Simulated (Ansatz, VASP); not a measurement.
Two plane-wave programs on GaN

```
Ga N
1.0
     0.00000    2.25350    2.25350
     2.25350    0.00000    2.25350
     2.25350    2.25350    0.00000
Ga N
1 1
Direct
  0.00000 0.00000 0.00000
  0.75000 0.75000 0.75000
```

Alike in both runs: task single point; functional PBE; k mesh 18 × 18 × 18; occupations gaussian, width 0.02 eV; no spin polarisation.

|  | VASP | Ansatz |
| --- | --- | --- |
| version | VASP 6.6.1 | Ansatz 0.2.0 |
| potentials or method | VASP PAW PBE potentials, release 64 (Ga_d, N), cutoff 600 eV | scalar-relativistic, plane waves, PAW |
| valence electrons in the cell | 18 | 18 |

Ansatz gave:

```
gap on the k mesh at the Fermi level (eV) : 1.72
least direct gap on the mesh (eV)         : 1.72
pressure (GPa)                            : 5.0
```

Q: Which values does VASP return?

A: gap on the k mesh at the Fermi level (eV): 1.72; least direct gap on the mesh (eV): 1.72; pressure (GPa): 4.9.
